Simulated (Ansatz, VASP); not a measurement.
## One calculation of K3C4, two programs

```
K C
1.0
     5.15704    0.00000    0.00000
     0.00000    5.15704    0.00000
     0.00000    0.00000    5.15704
K C
3 4
Direct
  0.00000 0.00000 0.50000
  0.00000 0.50000 0.00000
  0.50000 0.00000 0.00000
  0.39187 0.39187 0.39187
  0.39187 0.60813 0.60813
  0.60813 0.39187 0.60813
  0.60813 0.60813 0.39187
```

Change from the starting cell: ordered vacancies on the cation sites of zinc blende (P-43m, No. 215).

Alike in both runs: functional PBE; k mesh 8 × 8 × 8; occupations gaussian, width 0.1 eV; no spin polarisation.

Ansatz relaxed the structure, and its values are those at the end. VASP's run is a single point on that final structure, the one shown.

|  | VASP | Ansatz |
| --- | --- | --- |
| version | VASP 6.6.1 | Ansatz 0.2.0 |
| potentials or method | VASP PAW PBE potentials, release 64 (K_sv, C), cutoff 520 eV | scalar-relativistic, plane waves, PAW |
| valence electrons in the cell | 43 | 43 |

|  | VASP | Ansatz | Ansatz less VASP |
| --- | --- | --- | --- |
| gap on the k mesh at the Fermi level (eV) | none | none | - |
| pressure (GPa) | 0.2 | 0.0 | -0.22 |
| rms of the force components (eV/Å) | 0.046 | 0.001 | -0.0457 |

A gap of «none» marks a metal or a gap that the smearing closes.
